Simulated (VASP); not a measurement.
Set up this calculation in VASP 6.6.1, as the native input.

| Item | Value |
| --- | --- |
| Task | single point |
| Functional | PBE |
| Potentials or basis | VASP PAW PBE potentials, release 64 (Re_sv_GW) |
| Cutoff | 560 eV |
| k mesh | 18 × 18 × 18 |
| Occupations | fermi-dirac, width 0.1 eV |
| Spin | no spin polarisation |
| Dipole correction | no |
| Further INCAR settings | ALGO = Normal; EDIFF = 1e-06; NBANDS = 22 |

The structure of Re lies in POSCAR:

```
Re
1.0
   -2.2805362839      2.2805362839      1.1909282361
    2.2805362839     -2.2805362839      1.1909282361
    2.2805362839      2.2805362839     -1.1909282361
Re
2
Direct
   -0.3750000000     -0.1250000000     -0.2500000000
    0.3750000000      0.1250000000      0.2500000000
```

These files were run (other wordings do the same):

INCAR

```
SYSTEM = Re
PREC = Accurate
ENCUT = 560
EDIFF = 1E-6
ISMEAR = -1
SIGMA = 0.1
LREAL = .FALSE.
LASPH = .TRUE.
NELM = 120
ALGO = Normal
ISIF = 2
LWAVE = .FALSE.
LCHARG = .FALSE.
GGA = PE
NBANDS = 22
GGA_COMPAT = .FALSE.
```

KPOINTS

```
Automatic mesh
0
G
  18 18 18
  0 0 0
```

Potentials or basis: VASP PAW PBE potentials, release 64 (Re_sv_GW).

Launch:

```sh
$ cat potpaw_PBE.64/Re_sv_GW/POTCAR > POTCAR
$ mpirun -np 1 vasp_std > vasp.out
```

It gave:

```json
{
  "Pressure": "151.7 GPa",
  "Band gap on the k mesh": "zero (bands 15 and 16 overlap by 3.03 eV)"
}
```

Caveat: the cell stands under pressure; spin-orbit coupling is left out, which moves the levels of the heavy elements.

Wall time 2.3 min on 1 thread of Intel(R) Xeon(R) 6975P-C (Granite Rapids), with other jobs on the host, peak memory 0.37 GiB.
